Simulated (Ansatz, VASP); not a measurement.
N: VASP beside Ansatz

```
N
1.0
     9.00000    0.00000    0.00000
     0.00000    9.20000    0.00000
     0.00000    0.00000   10.10000
N
2
Direct
  0.50000 0.50000 0.44555
  0.50000 0.50000 0.55445
```

Alike in both runs: functional PBEsol; k mesh 1 × 1 × 1; occupations fermi-dirac, width 0.01 eV; no spin polarisation.

Ansatz relaxed the structure, and its values are those at the end. VASP's run is a single point on that final structure, the one shown.

|  | VASP | Ansatz |
| --- | --- | --- |
| version | VASP 6.6.1 | Ansatz 0.2.0 |
| potentials or method | VASP PAW PBE potentials, release 64 (N) | PAW with Ansatz's default frozen-core files, scalar-relativistic |
| plane-wave cutoff (eV) | 600 | 420 |
| valence electrons in the cell | 10 | 10 |

```tsv
	VASP	Ansatz	Ansatz less VASP
gap on the k mesh at the Fermi level (eV)	8.19	8.23	+0.043
rms of the force components (eV/Å)	1.031	0.000	-1.0307
```

VASP's potentials were made for PBE, not for PBEsol. One of these differences is far larger than is usual between the two programs; its cause wasn't traced. With one functional, cell and mesh, what is left measures potentials, basis and numerics. Ansatz's warnings: stress scf threshold loose, xc potential rough in thin density.

Noted on VASP's run: the standard files for N, O and F lose accuracy on very short bonds.
